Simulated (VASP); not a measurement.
Input of a VASP 6.6.1 run:

File INCAR:

```
SYSTEM = As
ALGO     = Normal         ! electronic algorithm
EDIFF    = 1E-7           ! SCF threshold, eV
ENCUT    = 520            ! plane-wave cutoff, eV
GGA      = PE             ! functional
ISIF     = 2              ! what is computed and relaxed
ISMEAR   = -1             ! smearing method
LASPH    = .True.         ! aspherical terms in the spheres
LCHARG   = .False.        ! write CHGCAR
LREAL    = .False.        ! projectors in reciprocal space
LWAVE    = .False.        ! write WAVECAR
NBANDS   = 8              ! bands
NELM     = 60             ! most SCF steps
PREC     = Accurate       ! precision mode
SIGMA    = 0.05           ! smearing width, eV
```

Contents of KPOINTS:

```
k-points
0
Gamma
  15 15 14
  0 0 0
```

POSCAR

```
As
1.0
    2.1489907106      0.0000000000      0.0000000000
   -1.0744953553      1.8610805479      0.0000000000
    0.0000000000      0.0000000000      2.0060561523
As
1
Direct
    0.0000000000      0.0000000000      0.0000000000
```

Potentials or basis: VASP PAW PBE potentials, release 64 (As).

Run with:

```sh
$ cat potpaw_PBE.64/As/POTCAR > POTCAR
$ mpirun -np 1 vasp_std > vasp.out
```

Q: What does it give for the pressure?

A: 527.3 GPa.

Stress tensor (GPa, compression positive):
```
528.52   0.00   0.00
  0.00 528.52   0.00
  0.00   0.00 524.80
```
